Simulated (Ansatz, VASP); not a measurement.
**SiO2 in VASP and in Ansatz**

The input INCAR:

```
PREC     = Accurate       # precision mode
ENCUT    = 520            # plane-wave cutoff, eV
EDIFF    = 1E-6           # SCF threshold, eV
ISMEAR   = 0              # smearing method
SIGMA    = 0.01           # smearing width, eV
LREAL    = False          # projectors in reciprocal space
LASPH    = True           # aspherical terms in the spheres
NELM     = 80             # most SCF steps
ALGO     = Normal         # electronic algorithm
ISIF     = 2              # what is computed and relaxed
LWAVE    = False          # write WAVECAR
LCHARG   = False          # write CHGCAR
GGA      = PE             # functional
NBANDS   = 44             # bands
```

The input KPOINTS:

```
Automatic mesh
0
Gamma
  4 4 4
```

File POSCAR:

```
SiO2
1.0
    5.0837001114      0.0000000000      0.0000000000
    0.0000000000      5.0837001114      0.0000000000
    0.0000000000      0.0000000000      7.1008764264
Si O
4 8
Direct
    0.2938575670      0.2938575670      0.0000000000
    0.2061424330      0.7938575670      0.2500000000
    0.7061424330      0.7061424330      0.5000000000
    0.7938575670      0.2061424330      0.7500000000
    0.2411800963      0.0934526078      0.1742257711
    0.4065473922      0.7411800963      0.4242257711
    0.7588199037      0.9065473922      0.6742257711
    0.5934526078      0.2588199037      0.9242257711
    0.7411800963      0.4065473922      0.5757742289
    0.9065473922      0.7588199037      0.3257742289
    0.2588199037      0.5934526078      0.0757742289
    0.0934526078      0.2411800963      0.8257742289
```

Input for Ansatz:

```yaml
crystal:
  lattice:
    - [5.0837001114, 0.0, 0.0]
    - [0.0, 5.0837001114, 0.0]
    - [0.0, 0.0, 7.1008764264]
  atoms:
    - { symbol: Si, position: [0.293857567, 0.293857567, 0.0] }
    - { symbol: Si, position: [0.206142433, 0.793857567, 0.25] }
    - { symbol: Si, position: [0.706142433, 0.706142433, 0.5] }
    - { symbol: Si, position: [0.793857567, 0.206142433, 0.75] }
    - { symbol: O, position: [0.2411800963, 0.0934526078, 0.1742257711] }
    - { symbol: O, position: [0.4065473922, 0.7411800963, 0.4242257711] }
    - { symbol: O, position: [0.7588199037, 0.9065473922, 0.6742257711] }
    - { symbol: O, position: [0.5934526078, 0.2588199037, 0.9242257711] }
    - { symbol: O, position: [0.7411800963, 0.4065473922, 0.5757742289] }
    - { symbol: O, position: [0.9065473922, 0.7588199037, 0.3257742289] }
    - { symbol: O, position: [0.2588199037, 0.5934526078, 0.0757742289] }
    - { symbol: O, position: [0.0934526078, 0.2411800963, 0.8257742289] }
kpoints:
  mp_grid: { grid: [4, 4, 4] }
hamiltonian:
  xc: pbe
scf:
  occupations: { method: fixed }
  n_extra_bands: 7
output:
  forces: true
  stress: true
  eigenvalues: true
```

Alike in both runs: task single point; functional PBE; k mesh 4 × 4 × 4; no spin polarisation.

|  | VASP | Ansatz |
| --- | --- | --- |
| version | VASP 6.6.1 | Ansatz 0.2.0 |
| potentials or method | VASP PAW PBE potentials, release 64 (Si, O) | plane waves, PAW |
| plane-wave cutoff (eV) | 520 | 420 |
| occupations | gaussian, width 0.01 eV | fixed |
| valence electrons in the cell | 64 | 64 |

Ansatz gave:

* gap on the k mesh at the Fermi level (eV): 5.51
* pressure (GPa): 0.0
* rms of the force components (eV/Å): 0.002

Problem. Which values does VASP return?

Solution. gap on the k mesh at the Fermi level (eV): 5.51; pressure (GPa): 0.1; rms of the force components (eV/Å): 0.007.

Atom by atom the forces differ by 0.008 eV/Å (rms over components).
